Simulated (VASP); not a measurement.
Crystal: GaBiSe4.

```
Ga Bi Se
1.0
     5.59930    0.00000    0.00000
     0.00000    5.59930    0.00000
     0.00000    0.00000    5.12639
Ga Bi Se
1 1 4
Direct
  0.50000 0.50000 0.10539
  0.50000 0.50000 0.57349
  0.25621 0.25621 0.33476
  0.74379 0.74379 0.33476
  0.74379 0.25621 0.33476
  0.25621 0.74379 0.33476
```

```yaml
Program: VASP 6.6.1
Task: relaxation of cell and atoms
Functional: PBE
Potentials_or_basis: VASP PAW PBE potentials, release 64 (Ga_d, Bi_d, Se)
Cutoff: 600 eV
k_mesh: 2 × 2 × 3
Occupations: gaussian, width 0.15 eV
Spin: no spin polarisation
```

At the start: pressure 46.1 GPa; volume 26.79 Å³/atom.

Task: How do energy, volume and symmetry change on relaxing?

Result: Over 24 steps the energy falls by 1954.1 meV/atom and the volume is 41.12 Å³/atom (+53.5 %); space group P4mm (No. 99, to 0.05 Å).

Step by step:
| step | energy change (eV) | largest force (eV/Å) | pressure (GPa) | volume (Å³) |
| --- | --- | --- | --- | --- |
| 1 | 0.0000 | 20.2387 | 46.07 | 160.72 |
| 2 | 4.0414 | 35.5162 | 4.34 | 414.67 |
| 3 | -2.6664 | 16.6865 | 0.11 | 334.81 |
| 4 | -5.0784 | 11.9406 | -1.47 | 298.73 |
| 5 | -9.7559 | 6.4856 | -0.60 | 222.65 |
| 6 | -10.2513 | 3.0151 | 6.94 | 190.01 |
| 7 | -10.3907 | 4.6613 | 2.73 | 203.04 |
| 8 | -10.4130 | 4.3279 | 3.50 | 200.13 |
| 9 | -11.4113 | 0.3912 | -0.76 | 224.54 |
| 10 | -11.4122 | 0.3873 | -0.81 | 225.14 |
| 11 | -11.4713 | 0.4519 | 0.40 | 219.84 |
| 12 | -11.4768 | 0.5431 | 0.94 | 217.75 |
| 13 | -11.5301 | 0.4160 | 0.90 | 219.82 |
| 14 | -11.5757 | 0.6787 | 0.79 | 225.73 |
| 15 | -11.5825 | 0.5214 | 0.82 | 224.11 |
| 16 | -11.6221 | 0.6637 | -0.20 | 232.69 |
| 17 | -11.6243 | 0.7359 | -0.46 | 235.47 |
| 18 | -11.6639 | 0.3308 | 0.05 | 237.36 |
| 19 | -11.6710 | 0.3434 | 0.35 | 238.46 |
| 20 | -11.6971 | 0.2661 | 0.25 | 242.42 |
| 21 | -11.7055 | 0.3862 | 0.20 | 246.21 |
| 22 | -11.7216 | 0.1147 | -0.24 | 248.42 |
| 23 | -11.7216 | 0.1015 | -0.22 | 248.33 |
| 24 | -11.7246 | 0.0664 | 0.09 | 246.71 |

Final structure:
```
Ga Bi Se
1.0
     5.98232    0.00000    0.00000
     0.00000    5.98232    0.00000
     0.00000    0.00000    6.89359
Ga Bi Se
1 1 4
Direct
  0.50000 0.50000 0.08039
  0.50000 0.50000 0.58128
  0.23602 0.23602 0.33906
  0.76398 0.76398 0.33906
  0.76398 0.23602 0.33906
  0.23602 0.76398 0.33906
```

Caveat: the k points lie up to 0.53 Å⁻¹ apart in the final cell; the volume moved by over 15 % at a fixed basis, so the end points are rough; the relaxation stopped at a loose force limit of 0.08 eV/Å, so its end isn't a converged minimum.
